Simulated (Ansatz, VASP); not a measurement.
**Two plane-wave programs on FeSi**

```
CELL_PARAMETERS angstrom
4.35687 0.00000 0.00000
0.00000 4.35687 0.00000
0.00000 0.00000 4.35687
ATOMIC_POSITIONS crystal
Fe 0.86398 0.63602 0.36398
Fe 0.63602 0.36398 0.86398
Fe 0.36398 0.86398 0.63602
Fe 0.13602 0.13602 0.13602
Si 0.15927 0.34073 0.65927
Si 0.34073 0.65927 0.15927
Si 0.65927 0.15927 0.34073
Si 0.84073 0.84073 0.84073
```

Alike in both runs: task single point; functional PBE; k mesh 6 × 6 × 6; no spin polarisation.

|  | VASP | Ansatz |
| --- | --- | --- |
| version | VASP 6.6.1 | Ansatz 0.2.0 |
| potentials or method | VASP PAW PBE potentials, release 64 (Fe, Si) | plane waves, PAW |
| plane-wave cutoff (eV) | 600 | 420 |
| occupations | gaussian, width 0.01 eV | fixed |
| valence electrons in the cell | 48 | 80 |

Ansatz gave:

```
gap on the k mesh at the Fermi level (eV) : 0.20
pressure (GPa)                            : 16.4
rms of the force components (eV/Å)        : 0.122
```

Problem. Which values does VASP return?

Solution. gap on the k mesh at the Fermi level (eV): 0.19; pressure (GPa): 16.7; rms of the force components (eV/Å): 0.138.

Atom by atom the forces differ by 0.017 eV/Å (rms over components). VASP's potentials hold 48 valence electrons a cell and Ansatz's 80, so a difference there can come from the potentials and not from the codes.
